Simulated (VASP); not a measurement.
## La: single point with LDA

The system is La.

```xyz
2
Lattice="3.7500 0.0188 0.0188 -1.8588 3.2382 0.0069 0.0303 0.0303 6.0700" Properties=species:S:1:pos:R:3 pbc="T T T"
La    0.0184    2.1727    1.5283
La    1.9032    1.1147    4.5673
```

This cell differs from its parent crystal: equal xy, yz and zx shear strains of +1 %.

```json
{
 "Program": "VASP 6.6.1",
 "Task": "single point",
 "Functional": "LDA",
 "Potentials or basis": "VASP PAW LDA potentials, release 64 (La)",
 "Cutoff": "520 eV",
 "k mesh": "11 × 11 × 6",
 "Occupations": "fermi-dirac, width 0.05 eV",
 "Spin": "no spin polarisation",
 "Dipole correction": "no",
 "Further INCAR settings": "ALGO = Normal; EDIFF = 1e-06; NBANDS = 18"
}
```

- Pressure: -3.1 GPa
- Band gap on the k mesh: zero (band 11 reaches 8.70 eV, above the bottom of band 12 at 7.33 eV)

Stress tensor (GPa, compression positive):
```
-3.04 -0.14 -0.10
-0.14 -3.04 -0.10
-0.10 -0.10 -3.17
```

Levels at points of the mesh, in eV from the Fermi level:
| k point | band 8 | band 9 | band 10 | band 11 | band 12 | band 13 | band 14 | band 15 |
| --- | --- | --- | --- | --- | --- | --- | --- | --- |
| (0.00, 0.00, 0.00) | -15.69 | -3.19 | -1.76 | 1.00 | 1.23 | 1.36 | 1.38 | 1.46 |
| (0.00, 0.00, 0.50) | -15.80 | -1.87 | -1.87 | 0.58 | 0.58 | 1.29 | 1.30 | 1.39 |

Run time: 11 min on 1 thread of Oxide Virtual Turin-like Processor, with other jobs on the host, peak memory 0.52 GiB.

Caveat: the cell differs from its parent crystal (equal xy, yz and zx shear strains of +1 %); spin-orbit coupling is left out, which moves the levels of the heavy elements.
